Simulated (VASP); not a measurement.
Runs of VASP 6.6.1 on InAs. The structure is that of space group Pm-3m (No. 221), or close to it. The cells are those of the table. 

```tsv
task	level	cell	k mesh	cutoff (eV)	gap on the mesh (eV)	pressure (GPa)	relaxed volume (Å³/atom)
relaxation of cell and atoms	r2SCAN	relaxed from a = 3.572 Å, 2 atoms	6 × 6 × 6	600	none	0.0	22.16
single point	r2SCAN	a = 3.537 Å, 2 atoms	6 × 6 × 6	520	none	0.1	-
single point	PBE	a = 3.572 Å, 2 atoms	8 × 8 × 8	520	none	0.0	-
single point	PBE	a = 3.537 Å, 2 atoms	8 × 8 × 8	520	none	(b)	-
relaxation of cell and atoms	PBE	relaxed from a = 3.359 Å, 2 atoms	8 × 8 × 8	600	-	0.0	22.79
single point	r2SCAN	a = 3.537 Å, 2 atoms	8 × 8 × 8	520	none	(a)	-
```

Alike in all rows: potentials or basis VASP PAW PBE potentials, release 64 (In_d, As); no spin polarisation; smearing fermi-dirac 0.02 eV.

Q: Fill in the values left out.

A: (a) 0.4; (b) 1.9.

Caveats: spin-orbit coupling is left out, which moves the levels of the heavy elements; the PAW data sets were made with another functional, which shifts forces and pressure a little (some runs); the volume moved by over 15 % at a fixed basis, so the end points are rough (some runs); the bands computed are all filled at some k points, so no gap is given (some runs).

A k mesh can miss the band edges, and the runs leave out spin-orbit coupling on As, In.

A gap of «none» marks levels without a gap at the run's occupations.
